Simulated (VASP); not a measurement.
# Os3C (Pm-3m) in VASP: notebook

The runs below take Os3C through single point, relaxation of cell and atoms, with r2SCAN.

Everything below comes from runs of VASP 6.6.1. Logs are shortened: lines on timing, memory, paths and dates and some standing lists are left out, and cuts for length are marked.

## 1. The cell of the first run

It takes space group Pm-3m (No. 221, cubic). Conventional cell: a = 3.594 Å, b = 3.594 Å, c = 3.594 Å, α = 90.00°, β = 90.00°, γ = 90.00°. Os (site symmetry 4/mmm) has 8 Os at 2.54 Å and 4 C at 2.54 Å within 3.4 Å. C (site symmetry m-3m) has 12 Os at 2.54 Å within 3.4 Å.

## 2. Single point, r2SCAN

Contents of POSCAR:

```
Os3C
1.0
    3.5942122906      0.0000000000      0.0000000000
    0.0000000000      3.5942122906      0.0000000000
    0.0000000000      0.0000000000      3.5942122906
Os C
3 1
Direct
    0.0000000000      0.5000000000      0.5000000000
    0.5000000000      0.0000000000      0.5000000000
    0.5000000000      0.5000000000      0.0000000000
    0.0000000000      0.0000000000      0.0000000000
```

Contents of INCAR.step1:

```
SYSTEM = Os3C
ALGO = Normal ; EDIFF = 1E-4
ENCUT = 520 ; GGA = PE
ISMEAR = 0 ; LASPH = .True.
LCHARG = .False. ; LREAL = .False.
LWAVE = .True. ; NBANDS = 22
NELM = 60 ; PREC = Accurate
SIGMA = 0.1
```

Contents of INCAR.step2:

```
SYSTEM = Os3C
ALGO = Normal ; EDIFF = 1E-7
ENCUT = 520 ; ISIF = 2
ISMEAR = 0 ; ISTART = 1
LASPH = .True. ; LCHARG = .False.
LMIXTAU = .True. ; LREAL = .False.
LWAVE = .False. ; METAGGA = R2SCAN
NBANDS = 22 ; NELM = 60
PREC = Accurate ; SIGMA = 0.1
```

Contents of KPOINTS:

```
k-points
0
Gamma
  6 6 6
  0 0 0
```

Potentials or basis: VASP PAW PBE potentials, release 64 (Os, C).

Run with:

```console
cat potpaw_PBE.64/Os/POTCAR potpaw_PBE.64/C/POTCAR > POTCAR
cp INCAR.step1 INCAR
mpirun -np 1 vasp_std > vasp.out
cp INCAR.step2 INCAR
mpirun -np 1 vasp_std > vasp.out
```

OUTCAR:

```text
SYSTEM = Os3C
   EDIFF = 1E-7
   ENCUT = 520
   ISIF = 2
   ISMEAR = 0
   ISTART = 1
   LASPH = .True.
   LREAL = .False.
   METAGGA = R2SCAN
   NELM = 60
   PREC = Accurate

 ion  position               nearest neighbor table
   1  0.000  0.500  0.500-   2 2.54   3 2.54   4 2.54   3 2.54   4 2.54   2 2.54   4 2.54   4 2.54
                             2 2.54   3 2.54   3 2.54   2 2.54
   2  0.500  0.000  0.500-   1 2.54   3 2.54   4 2.54   3 2.54   4 2.54   1 2.54   3 2.54   3 2.54
                             1 2.54   4 2.54   4 2.54   1 2.54
   3  0.500  0.500  0.000-   1 2.54   2 2.54   4 2.54   1 2.54   2 2.54   2 2.54   4 2.54   2 2.54
                             1 2.54   4 2.54   1 2.54   4 2.54
   4  0.000  0.000  0.000-   1 2.54   2 2.54   3 2.54   1 2.54   2 2.54   1 2.54   3 2.54   1 2.54
                             2 2.54   3 2.54   2 2.54   3 2.54

  LATTYP: Found a simple cubic cell.
 ALAT       =     3.5942122906

  Lattice vectors:

 A1 = (   3.5942122906,   0.0000000000,   0.0000000000)
 A2 = (   0.0000000000,   3.5942122906,   0.0000000000)
 A3 = (   0.0000000000,   0.0000000000,   3.5942122906)

Analysis of symmetry for initial positions (statically):
=====================================================================
 Subroutine PRICEL returns:
 Original cell was already a primitive cell.

 Routine SETGRP: Setting up the symmetry group for a
 simple cubic supercell.

 Subroutine GETGRP returns: Found 48 space group operations
 (whereof 48 operations were pure point group operations)
 out of a pool of 48 trial point group operations.

The static configuration has the point symmetry O_h .

Analysis of symmetry for dynamics (positions and initial velocities):
=====================================================================
 Subroutine PRICEL returns:
 Original cell was already a primitive cell.

 Routine SETGRP: Setting up the symmetry group for a
 simple cubic supercell.

 Subroutine GETGRP returns: Found 48 space group operations
 (whereof 48 operations were pure point group operations)
 out of a pool of 48 trial point group operations.

The dynamic configuration has the point symmetry O_h .

 Subroutine INISYM returns: Found 48 space group operations
 (whereof 48 operations are pure point group operations),
 and found     1 'primitive' translations

----------------------------------------------------------------------------------------

                                     Primitive cell

  volume of cell :      46.4313

  direct lattice vectors                    reciprocal lattice vectors
     3.594212291  0.000000000  0.000000000     0.278225079  0.000000000  0.000000000
     0.000000000  3.594212291  0.000000000     0.000000000  0.278225079  0.000000000
     0.000000000  0.000000000  3.594212291     0.000000000  0.000000000  0.278225079

  length of vectors
     3.594212291  3.594212291  3.594212291     0.278225079  0.278225079  0.278225079

  position of ions in fractional coordinates (direct lattice)
     0.000000000  0.500000000  0.500000000
     0.500000000  0.000000000  0.500000000
     0.500000000  0.500000000  0.000000000
     0.000000000  0.000000000  0.000000000

  ion indices of the primitive-cell ions
   primitive index   ion index
                 1           1
                 2           2
                 3           3
                 4           4

----------------------------------------------------------------------------------------

 KPOINTS: k-points

Automatic generation of k-mesh.
 Grid dimensions read from file:
 generate k-points for:    6    6    6

 Generating k-lattice:

  Cartesian coordinates                     Fractional coordinates (reciprocal lattice)
     0.046370847  0.000000000  0.000000000     0.166666667  0.000000000  0.000000000
     0.000000000  0.046370847  0.000000000     0.000000000  0.166666667  0.000000000
     0.000000000  0.000000000  0.046370847     0.000000000  0.000000000  0.166666667

  Length of vectors
     0.046370847  0.046370847  0.046370847

  Shift w.r.t. Gamma in fractional coordinates (k-lattice)
     0.000000000  0.000000000  0.000000000

 Subroutine IBZKPT returns following result:
 ===========================================

 Found     20 irreducible k-points:

 Following reciprocal coordinates:
            Coordinates               Weight
  0.000000  0.000000  0.000000      1.000000
  0.166667  0.000000  0.000000      6.000000
  0.333333  0.000000  0.000000      6.000000
  0.500000  0.000000  0.000000      3.000000
  0.166667  0.166667  0.000000     12.000000
  0.333333  0.166667  0.000000     24.000000
[... 12 lines left out ...]
  0.500000  0.500000  0.333333      6.000000
  0.500000  0.500000  0.500000      1.000000
   k-points           NKPTS =     20   k-points in BZ     NKDIM =     20   number of bands    NBANDS=     22
   number of dos      NEDOS =    301   number of ions     NIONS =      4
   total plane-waves  NPLWV =  21952
   dimension x,y,z NGX =    28 NGY =   28 NGZ =   28
   dimension x,y,z NGXF=    56 NGYF=   56 NGZF=   56
   ions per type =               3   1
   NGX,Y,Z   is equivalent  to a cutoff of  12.95, 12.95, 12.95 a.u.
   NGXF,Y,Z  is equivalent  to a cutoff of  25.90, 25.90, 25.90 a.u.
 SYSTEM =  Os3C
   PREC   = accura    normal or accurate (medium, high low for compatibility)
   ISTART =      1    job   : 0-new  1-cont  2-samecut
   ICHARG =      0    charge: 1-file 2-atom 10-const
   ISPIN  =      1    spin polarized calculation?
   LNONCOLLINEAR =      F non collinear calculations
   LSORBIT =      F    spin-orbit coupling
   LASPH  =      T    aspherical Exc in radial PAW
   ENCUT  =  520.0 eV  38.22 Ry    6.18 a.u.   6.68  6.68  6.68*2*pi/ulx,y,z
   NELM   =     60;   NELMIN=  2; NELMDL=  0     # of ELM steps
   EDIFF  = 0.1E-06   stopping-criterion for ELM
   LREAL  =      F    real-space projection
   EDIFFG = 0.1E-05   stopping-criterion for IOM
   NSW    =      0    number of steps for IOM
   IBRION =     -1    ionic relax: 0-MD 1-quasi-New 2-CG
   NFREE  =      0    steps in history (QN), initial steepest desc. (CG)
   ISIF   =      2    stress and relaxation
   ISYM   =      2    0-nonsym 1-usesym 2-fastsym
   POTIM  = 0.5000    time-step for ionic-motion
   TEBEG  =    0.0;   TEEND  =   0.0 temperature during run
   PSTRESS=    0.0 pullay stress
   NELECT =      28.0000    total number of electrons
   NUPDOWN=      -1.0000    fix difference up-down
   EMIN   =  10.00;   EMAX   =-10.00  energy-range for DOS
   EFERMI =   0.00;   METHOD = LEGACY
   ISMEAR =     0;   SIGMA  =   0.10  broadening in eV -4-tet -1-fermi 0-gaus
   EFERMI_NEDOS =   21; number of points for ismear=-14 and -15
   IALGO  =     38    algorithm
   IMIX   =      4    mixing-type and parameters
     AMIX     =   0.40;   BMIX     =  1.00
     AMIX_MAG =   1.60;   BMIX_MAG =  1.00
  volume/ion in A,a.u.               =      11.61        78.33
  Fermi-wavevector in a.u.,A,eV,Ry     =   1.383111  2.613701 26.027901  1.912997
  Thomas-Fermi vector in A             =   2.507740
   LORBIT       =      0    0 simple, 1 ext, 2 COOP (PROOUT), +10 PAW based schemes
   METAGGA = R2SCAN    functional components
   LHFCALC =     F    Hartree Fock is set to
   AEXX    =    0.0000 exact exchange contribution
   IVDW    =     0    specifies the selected vdW correction
   LEPSILON=     F    determine dielectric tensor
   LRPA    =     F    only Hartree local field effects (RPA)
 non-spin polarized calculation
 Gauss-broadening in eV      SIGMA  =   0.10
  energy-cutoff  :      520.00
  volume of cell :       46.43
 maximum number of plane-waves:      1268
 NGX is ok and might be reduce to    28
   NGX = 13   NGY = 13   NGZ = 13

 number of electron      27.9999997 magnetization

 Free energy of the ion-electron system (eV)
  ---------------------------------------------------
  ext. energy  EPLUGINS =         0.00000000
  ---------------------------------------------------
  free energy    TOTEN  =      -160.07012446 eV

  energy without entropy =     -160.03803509  energy(sigma->0) =     -160.05407977

 E-fermi :  10.1808     XC(G=0): -15.3868

 val. band max:       10.1457208181   @ k =   0.1667   0.1667   0.0000
 cond. band min:      10.1977211046   @ k =   0.3333   0.3333   0.1667
 fundamental gap:      0.0520002866
 Fermi energy:        10.1807766970

 k-point     1 :       0.0000    0.0000    0.0000
  band No.  band energies     occupation
      1      -4.9298      2.00000
      2      -0.5599      2.00000
      3       2.6912      2.00000
      4       2.6912      2.00000
      5       2.6912      2.00000
      6       3.1173      2.00000
[... 14 lines left out ...]
     21      18.3866      0.00000
     22      18.3866      0.00000

 k-point     2 :       0.1667    0.0000    0.0000
  band No.  band energies     occupation
      1      -4.5784      2.00000
      2      -0.1527      2.00000
      3       2.7448      2.00000
      4       2.8326      2.00000
      5       2.9285      2.00000
      6       2.9285      2.00000
[... 14 lines left out ...]
     21      16.6600      0.00000
     22      19.7302      0.00000

 k-point     3 :       0.3333    0.0000    0.0000
  band No.  band energies     occupation
      1      -3.6846      2.00000
      2       0.6014      2.00000
      3       1.8049      2.00000
      4       3.1582      2.00000
      5       3.3711      2.00000
      6       3.3711      2.00000
[... 14 lines left out ...]
     21      15.4957      0.00000
     22      20.3557      0.00000
[... 376 lines left out ...]
 k-point    19 :       0.5000    0.5000    0.3333
  band No.  band energies     occupation
      1      -3.3110      2.00000
      2       2.0716      2.00000
      3       2.0716      2.00000
      4       2.3383      2.00000
      5       4.7447      2.00000
      6       5.0410      2.00000
[... 14 lines left out ...]
     21      19.0882      0.00000
     22      19.2298      0.00000

 k-point    20 :       0.5000    0.5000    0.5000
  band No.  band energies     occupation
      1      -3.5191      2.00000
      2       1.9670      2.00000
      3       1.9670      2.00000
      4       1.9670      2.00000
      5       5.5726      2.00000
      6       5.5726      2.00000
[... 14 lines left out ...]
     21      19.9712      0.00000
     22      19.9712      0.00000

------------------------ aborting loop because EDIFF is reached ----------------------------------------

  FORCE on cell =-STRESS in cart. coord.  units (eV):
  Direction    XX          YY          ZZ          XY          YZ          ZX
  --------------------------------------------------------------------------------------
  -------------------------------------------------------------------------------------
  Total       14.7776244     14.7776244     14.7776244     -0.0000000      0.0000000      0.0000000
  in kB      509.9223307    509.9223307    509.9223307     -0.0000000      0.0000000      0.0000000
  external PRESSURE =     509.9223307 kB  Pullay stress =       0.0000000 kB

 VOLUME and BASIS-vectors are now :
 -----------------------------------------------------------------------------
  energy-cutoff  :      520.00
  volume of cell :       46.43
      direct lattice vectors                 reciprocal lattice vectors
     3.594212291  0.000000000  0.000000000     0.278225079  0.000000000  0.000000000
     0.000000000  3.594212291  0.000000000     0.000000000  0.278225079  0.000000000
     0.000000000  0.000000000  3.594212291     0.000000000  0.000000000  0.278225079

 POSITION                                       TOTAL-FORCE (eV/Angst)
 -----------------------------------------------------------------------------------
      0.00000      1.79711      1.79711         0.000000      0.000000      0.000000
      1.79711      0.00000      1.79711         0.000000      0.000000      0.000000
      1.79711      1.79711      0.00000         0.000000      0.000000      0.000000
      0.00000      0.00000      0.00000         0.000000      0.000000      0.000000
 -----------------------------------------------------------------------------------
    total drift:                                0.000000      0.000000      0.000000

  FREE ENERGIE OF THE ION-ELECTRON SYSTEM (eV)
  ---------------------------------------------------
  free  energy   TOTEN  =      -160.0701244606 eV

  energy  without entropy=     -160.0380350856  energy(sigma->0) =     -160.05407977
```

It took 44 s on 1 thread of Intel Xeon 6975P-C (Granite Rapids), shared host; peak memory 0.17 GiB.

Results:

```
Free energy            : -160.0701 eV
Pressure               : 51.0 GPa
Band gap on the k mesh : zero (bands 14 and 15 overlap by 0.93 eV)
```

Caveat: the cell stands under pressure; the PAW data sets were made with another functional, which shifts forces and pressure a little; spin-orbit coupling is left out, which moves the levels of the heavy elements.

(Continued in part 2 of 2.)

The gap in the log of VASP goes by the Fermi energy; the results here count the filled bands.